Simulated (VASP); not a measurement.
Set up this calculation in VASP 6.6.1, as the native input.

| Property | Result |
| --- | --- |
| Task | single point |
| Functional | PBE |
| Potentials or basis | VASP PAW PBE potentials, release 64 (Cu, O) |
| Cutoff | 520 eV |
| k mesh | 14 × 14 × 8 |
| Occupations | gaussian, width 0.1 eV |
| Spin | no spin polarisation |
| Hubbard terms | Cu d U = 4.0 eV |
| Dipole correction | no |
| Further INCAR settings | ALGO = Fast; EDIFF = 1e-07; NBANDS = 25 |

The structure of CuO lies in POSCAR:

```
CuO
1.0
    2.1465182745     -2.1506517168      0.1700271660
    2.1465182745      2.1506517168      0.1700271660
   -0.4105024824      0.0000000000      5.1839256641
Cu O
2 2
Direct
    0.0000000000      0.5000000000      0.0000000000
    0.5000000000      0.0000000000      0.5000000000
    0.4999971839      0.5000028161      0.2500000000
    0.5000028161      0.4999971839      0.7500000000
```

One way to write it, as run:

INCAR

```
SYSTEM = CuO
PREC = Accurate ; ENCUT = 520
EDIFF = 1E-7 ; ISMEAR = 0
SIGMA = 0.1 ; LREAL = .FALSE.
LASPH = .TRUE. ; NELM = 150
ALGO = Fast ; ISIF = 2
LWAVE = .FALSE. ; LCHARG = .FALSE.
LMAXMIX = 4 ; LDAU = .TRUE.
LDAUTYPE = 2 ; LDAUL = 2 -1
LDAUU = 4 0 ; LDAUJ = 0 0
LDAUPRINT = 1 ; GGA = PE
NBANDS = 25
```

KPOINTS

```
regular mesh
0
G
  14 14 8
  0 0 0
```

Potentials or basis: VASP PAW PBE potentials, release 64 (Cu, O).

Run with:

```bash
$ cat potpaw_PBE.64/Cu/POTCAR potpaw_PBE.64/O/POTCAR > POTCAR
$ mpirun -np 1 vasp_std > vasp.out
```

It gave:

The pressure is -9.1 GPa and the band gap on the k mesh is zero (bands 17 and 18 overlap by 1.19 eV).

Caveat: the cell stands under tension; U without spin polarisation on a metal has little footing.

Run time: 12 min on 1 thread of Oxide Virtual Turin-like Processor (shared host), peak memory 0.52 GiB.
